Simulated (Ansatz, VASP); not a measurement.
## Two plane-wave programs on TiAl2

The input POSCAR:

```
TiAl2
1.0
    1.9795500000     -6.0472000000      0.0000000000
    1.9795500000      6.0472000000      0.0000000000
    0.0000000000      0.0000000000      4.0315000000
Ti Al
2 4
Direct
    0.6490000000      0.3510000000      0.0000000000
    0.3510000000      0.6490000000      0.0000000000
    0.0000000000      0.0000000000      0.0000000000
    0.8240000000      0.1760000000      0.5000000000
    0.1760000000      0.8240000000      0.5000000000
    0.5000000000      0.5000000000      0.5000000000
```

The input INCAR.step1:

```
ALGO = Normal
EDIFF = 1E-4
ENCUT = 520
GGA = PE
ISMEAR = 0
LASPH = T
LCHARG = F
LREAL = F
LWAVE = T
NBANDS = 27
NELM = 100
PREC = Accurate
SIGMA = 0.1
```

The input INCAR.step2:

```
ALGO = Normal
EDIFF = 1E-6
ENCUT = 520
ISIF = 2
ISMEAR = 0
ISTART = 1
LASPH = T
LCHARG = F
LMIXTAU = T
LREAL = F
LWAVE = F
METAGGA = R2SCAN
NBANDS = 27
NELM = 100
PREC = Accurate
SIGMA = 0.1
```

The input KPOINTS:

```
k-points
0
Gamma
  1 1 1
```

Input for Ansatz:

```yaml
crystal:
  lattice:
    - [1.97955, -6.0472, 0.0]
    - [1.97955, 6.0472, 0.0]
    - [0.0, 0.0, 4.0315]
  atoms:
    - { symbol: Ti, position: [0.649, 0.351, 0.0] }
    - { symbol: Ti, position: [0.351, 0.649, 0.0] }
    - { symbol: Al, position: [0.0, 0.0, 0.0] }
    - { symbol: Al, position: [0.824, 0.176, 0.5] }
    - { symbol: Al, position: [0.176, 0.824, 0.5] }
    - { symbol: Al, position: [0.5, 0.5, 0.5] }
basis:
  ecutwfc: 500
kpoints:
  mp_grid: { grid: [1, 1, 1] }
hamiltonian:
  xc: r2scan
scf:
  occupations: { method: gaussian, width: 0.1 }
output:
  forces: true
  stress: true
  eigenvalues: true
```

Alike in both runs: task single point; functional r2SCAN; k mesh 1 × 1 × 1; occupations gaussian, width 0.1 eV; no spin polarisation.

|  | VASP | Ansatz |
| --- | --- | --- |
| version | VASP 6.6.1 | Ansatz 0.2.0 |
| potentials or method | VASP PAW PBE potentials, release 64 (Ti_sv, Al), cutoff 520 eV | scalar-relativistic, plane waves, PAW |
| valence electrons in the cell | 36 | 36 |

Ansatz gave:

- gap on the k mesh at the Fermi level (eV): 1.32
- least direct gap on the mesh (eV): 1.32
- pressure (GPa): -1.2
- traceless stress, the component that is largest in VASP (GPa): -26.82
- rms of the force components (eV/Å): 0.943

Task: What did VASP give for the same quantities?

Result: gap on the k mesh at the Fermi level (eV): 1.32; least direct gap on the mesh (eV): 1.32; pressure (GPa): -1.2; traceless stress, the component that is largest in VASP (GPa): -26.91; rms of the force components (eV/Å): 0.935.

VASP's potentials were made for PBE, not for r2SCAN. Atom by atom the forces differ by 0.007 eV/Å (rms over components). The functional is the same, so the differences come from potentials, cutoffs and numerics.

The k mesh is coarse, so the values compare programs but aren't converged.
